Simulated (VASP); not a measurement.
# Cu (P6_3/mmc) in VASP: notebook, part 2 of 2

VASP 6.6.1.

### Step 3. Relaxation of cell and atoms, PBEsol, target pressure -1 GPa, at which the enthalpy is minimised

This run uses another cell than the first one, of 11.44 Å³/atom.

INCAR reads:

```
SYSTEM = Cu
  ALGO = Normal
  EDIFF = 1E-6
  EDIFFG = -0.008
  ENCUT = 600
  GGA = PS
  IBRION = 2
  ISIF = 3
  ISMEAR = 0
  LASPH = .TRUE.
  LCHARG = .FALSE.
  LREAL = .FALSE.
  LWAVE = .FALSE.
  NELM = 60
  NSW = 70
  PREC = Accurate
  PSTRESS = -10.0
  SIGMA = 0.1
```

KPOINTS reads:

```
k-points
0
G
  18 18 10
  0 0 0
```

POSCAR reads:

```
Cu
1.0
    2.5289969276      0.0000000000      0.0000000000
   -1.2644984638      2.1901755854      0.0000000000
    0.0000000000      0.0000000000      4.1302514344
Cu
2
Direct
    0.3333333333      0.6666666667      0.2500000000
    0.6666666667      0.3333333333      0.7500000000
```

Potentials or basis: VASP PAW PBE potentials, release 64 (Cu).

Started as:

```
$ cat potpaw_PBE.64/Cu/POTCAR > POTCAR
$ mpirun -np 1 vasp_std > vasp.out
```

Run time: 2.5 min. Hardware: 1 thread of Intel Xeon 8259CL, shared host; peak memory 0.21 GiB.

Results (log left out):

```
Free energy                                                : -8.5967 eV
Relaxed volume                                             : 11.46 Å³/atom
Relaxed cell                                               : a = 2.531 Å, b = 2.531 Å, c = 4.132 Å, α = 90.00°, β = 90.00°, γ = 120.00°
Space group after relaxing (to 0.1 Å)                      : P6_3/mmc (No. 194)
Energy change on relaxing (the run minimises the enthalpy) : +0.1 meV/atom
Ionic steps                                                : 2
Pressure after relaxing                                    : -1.1 GPa
Band gap on the k mesh                                     : zero (bands 11 and 12 overlap by 6.08 eV)
```

Step by step:
```tsv
step	energy change (eV)	largest force (eV/Å)	pressure (GPa)	volume (Å³)
1	0.0000	0.0000	-0.83	22.88
2	0.0002	0.0000	-1.09	22.92
```

Final structure:
```cif
data_structure
_symmetry_space_group_name_H-M 'P 1'
_symmetry_Int_Tables_number 1
_cell_length_a 2.5306
_cell_length_b 2.5306
_cell_length_c 4.1322
_cell_angle_alpha 90.000
_cell_angle_beta 90.000
_cell_angle_gamma 120.000
_cell_volume 22.92
loop_
_atom_site_label
_atom_site_type_symbol
_atom_site_fract_x
_atom_site_fract_y
_atom_site_fract_z
_atom_site_occupancy
Cu1 Cu 0.33333 0.66667 0.25000 1
Cu2 Cu 0.66667 0.33333 0.75000 1
```

Levels at points of the mesh, in eV from the Fermi level:
```csv
k point,band 8,band 9,band 10,band 11,band 12,band 13,band 14,band 15
"(0.00, 0.00, 0.00)",-2.47,-2.47,-1.69,-1.69,-1.06,3.96,21.65,22.22
"(0.50, 0.00, 0.00)",-1.59,-1.54,-1.49,0.05,1.67,7.93,8.33,10.91
"(0.00, 0.00, 0.50)",-3.03,-1.92,-1.92,-1.92,-1.92,12.74,12.74,22.35
"(0.50, 0.00, 0.50)",-1.88,-1.53,-1.53,0.50,0.50,5.05,5.05,16.44
```

Caveat: the cell is relaxed towards a set pressure, so the run minimises the enthalpy, not the energy; the PAW data sets were made with another functional, which shifts forces and pressure a little.

### Step 4. Single point, PBEsol (11.10 Å³/atom)

This run uses another cell than the first one, of 11.10 Å³/atom.

INCAR reads:

```
SYSTEM = Cu
PREC = Accurate
ENCUT = 520
EDIFF = 1E-6
ISMEAR = -1
SIGMA = 0.15
LREAL = .False.
LASPH = .True.
NELM = 100
ALGO = Normal
ISIF = 2
LWAVE = .False.
LCHARG = .False.
GGA = PS
NBANDS = 18
```

KPOINTS reads:

```
regular mesh
0
Gamma
  18 18 10
  0 0 0
```

POSCAR reads:

```
Cu
1.0
    2.5005837351      0.0000000000      0.0000000000
   -1.2502918676      2.1655690388      0.0000000000
    0.0000000000      0.0000000000      4.1010072595
Cu
2
Direct
    0.3333333333      0.6666666667      0.2500000000
    0.6666666667      0.3333333333      0.7500000000
```

Potentials or basis: VASP PAW PBE potentials, release 64 (Cu).

Started as:

```
$ cat potpaw_PBE.64/Cu/POTCAR > POTCAR
$ mpirun -np 1 vasp_std > vasp.out
```

OUTCAR:

```text
SYSTEM = Cu
   PREC = Accurate
   ENCUT = 520
   EDIFF = 1E-6
   ISMEAR = -1
   LREAL = .False.
   LASPH = .True.
   NELM = 100
   ISIF = 2
   GGA = PS

 ion  position               nearest neighbor table
   1  0.333  0.667  0.250-   2 2.51   2 2.51   2 2.51   2 2.51   2 2.51   2 2.51
   2  0.667  0.333  0.750-   1 2.51   1 2.51   1 2.51   1 2.51   1 2.51   1 2.51

  LATTYP: Found a hexagonal cell.
 ALAT       =     2.5005837351
 C/A-ratio  =     1.6400199689

  Lattice vectors:

 A1 = (   2.5005837351,   0.0000000000,   0.0000000000)
 A2 = (  -1.2502918676,   2.1655690388,   0.0000000000)
 A3 = (   0.0000000000,   0.0000000000,   4.1010072595)

Analysis of symmetry for initial positions (statically):
=====================================================================
 Subroutine PRICEL returns:
 Original cell was already a primitive cell.

 Routine SETGRP: Setting up the symmetry group for a
 hexagonal supercell.

 Subroutine GETGRP returns: Found 24 space group operations
 (whereof 12 operations were pure point group operations)
 out of a pool of 24 trial point group operations.

The static configuration has the point symmetry D_3d.
 The point group associated with its full space group is D_6h.

Analysis of symmetry for dynamics (positions and initial velocities):
=====================================================================
 Subroutine PRICEL returns:
 Original cell was already a primitive cell.

 Routine SETGRP: Setting up the symmetry group for a
 hexagonal supercell.

 Subroutine GETGRP returns: Found 24 space group operations
 (whereof 12 operations were pure point group operations)
 out of a pool of 24 trial point group operations.

The dynamic configuration has the point symmetry D_3d.
 The point group associated with its full space group is D_6h.

 Subroutine INISYM returns: Found 24 space group operations
 (whereof 12 operations are pure point group operations),
 and found     1 'primitive' translations

[... 110 lines left out ...]
   EFERMI_NEDOS =   21; number of points for ismear=-14 and -15
   IALGO  =     38    algorithm
   IMIX   =      4    mixing-type and parameters
     AMIX     =   0.40;   BMIX     =  1.00
     AMIX_MAG =   1.60;   BMIX_MAG =  1.00
  volume/ion in A,a.u.               =      11.10        74.93
  Fermi-wavevector in a.u.,A,eV,Ry     =   1.631978  3.083992 36.237123  2.663353
  Thomas-Fermi vector in A             =   2.724025
   LORBIT       =      0    0 simple, 1 ext, 2 COOP (PROOUT), +10 PAW based schemes
   GGA     = PS    functional components
   LHFCALC =     F    Hartree Fock is set to
   AEXX    =    0.0000 exact exchange contribution
   IVDW    =     0    specifies the selected vdW correction
   LEPSILON=     F    determine dielectric tensor
   LRPA    =     F    only Hartree local field effects (RPA)
 non-spin polarized calculation
  energy-cutoff  :      520.00
  volume of cell :       22.21
 maximum number of plane-waves:       615
 NGX is ok and might be reduce to    20
   NGX =  9   NGY =  9   NGZ = 15

 number of electron      21.9999987 magnetization

 Free energy of the ion-electron system (eV)
  ---------------------------------------------------
  ext. energy  EPLUGINS =         0.00000000
  ---------------------------------------------------
  free energy    TOTEN  =        -8.61494674 eV

  energy without entropy =       -8.56626312  energy(sigma->0) =       -8.59060493

 E-fermi :   8.1604     XC(G=0): -13.2723

 val. band max:        8.1265656248   @ k =   0.5000  -0.0000   0.1000
 cond. band min:       8.1689008759   @ k =   0.2778   0.0000   0.3000
 fundamental gap:      0.0423352511
 Fermi energy:         8.1604108692

 k-point     1 :       0.0000    0.0000    0.0000
  band No.  band energies     occupation
      1      -1.6835      2.00000
      2       2.7186      2.00000
      3       4.9371      2.00000
      4       5.0198      2.00000
      5       5.0198      2.00000
      6       5.2464      2.00000
[... 481 lines left out ...]
      5       4.8844      2.00000
      6       5.0451      2.00000
[... 10 lines left out ...]
     17      20.9381      0.00000
     18      27.5167      0.00000

 [... further k-points ...]

------------------------ aborting loop because EDIFF is reached ----------------------------------------

  FORCE on cell =-STRESS in cart. coord.  units (eV):
  Direction    XX          YY          ZZ          XY          YZ          ZX
  --------------------------------------------------------------------------------------
  -------------------------------------------------------------------------------------
  Total        0.5871899      0.5871899      0.5825687     -0.0000000      0.0000000      0.0000000
  in kB       42.3628488     42.3628488     42.0294531     -0.0000000      0.0000000      0.0000000
  external PRESSURE =      42.2517169 kB  Pullay stress =       0.0000000 kB

 VOLUME and BASIS-vectors are now :
 -----------------------------------------------------------------------------
  energy-cutoff  :      520.00
  volume of cell :       22.21
      direct lattice vectors                 reciprocal lattice vectors
     2.500583735  0.000000000  0.000000000     0.399906624  0.230886197  0.000000000
    -1.250291868  2.165569039  0.000000000     0.000000000  0.461772394  0.000000000
     0.000000000  0.000000000  4.101007260     0.000000000  0.000000000  0.243842533

 POSITION                                       TOTAL-FORCE (eV/Angst)
 -----------------------------------------------------------------------------------
     -0.00000      1.44371      1.02525         0.000000      0.000000      0.000000
      1.25029      0.72186      3.07576        -0.000000     -0.000000      0.000000
 -----------------------------------------------------------------------------------
    total drift:                                0.000000     -0.000000      0.000000

  FREE ENERGIE OF THE ION-ELECTRON SYSTEM (eV)
  ---------------------------------------------------
  free  energy   TOTEN  =        -8.6149467385 eV

  energy  without entropy=       -8.5662631176  energy(sigma->0) =       -8.59060493
```

stdout:

```text
POSCAR found type information on POSCAR Cu
 POSCAR found :  1 types and       2 ions
 scaLAPACK will be used
 -----------------------------------------------------------------------------
|                                                                             |
|                                                                             |
|     You enforced a specific xc type in the INCAR file but a different       |
|     I HOPE YOU KNOW WHAT YOU ARE DOING!                                     |
|                                                                             |
 -----------------------------------------------------------------------------

 LDA part: xc-table for (Slater+PW92), standard interpolation
 POSCAR, INCAR and KPOINTS ok, starting setup
 FFT: planning ... GRIDC
 FFT: planning ... GRID_SOFT
 FFT: planning ... GRID
 WAVECAR not read
 entering main loop
```

It took 2 min on 1 thread of Intel Xeon 8259CL, shared host; peak memory 0.19 GiB.

Results:

* Free energy: -8.6149 eV
* Pressure: 4.2 GPa
* Band gap on the k mesh: zero (bands 11 and 12 overlap by 6.23 eV)

Caveat: the cell stands under pressure; the PAW data sets were made with another functional, which shifts forces and pressure a little.

### Step 5. Overview

| task | cell | cutoff (eV) | smearing | gap on the mesh (eV) | pressure (GPa) |
| --- | --- | --- | --- | --- | --- |
| relaxation of cell and atoms | relaxed to 1 GPa from a = 2.513, b = 2.513, c = 4.103 Å, angles 90.0, 90.0, 120.0°, 2 atoms | 600 | gaussian 0.1 eV | none | 1.0 |
| relaxation of cell and atoms | relaxed to -1 GPa from a = 2.529, b = 2.529, c = 4.130 Å, angles 90.0, 90.0, 120.0°, 2 atoms | 600 | gaussian 0.1 eV | none | -1.1 |
| single point | a = 2.501, b = 2.501, c = 4.101 Å, angles 90.0, 90.0, 120.0°, 2 atoms | 520 | fermi-dirac 0.15 eV | none | 4.2 |

Alike in all rows: level PBEsol; potentials or basis VASP PAW PBE potentials, release 64 (Cu); no spin polarisation; k mesh 18 × 18 × 10.

Caveats: the PAW data sets were made with another functional, which shifts forces and pressure a little; the cell is relaxed towards a set pressure, so the run minimises the enthalpy, not the energy (at least some runs); the cell stands under pressure (at least some runs).

Absolute energies hang on the potentials; compare differences alone.

The gap in the log of VASP goes by the Fermi energy; the results here count the filled bands.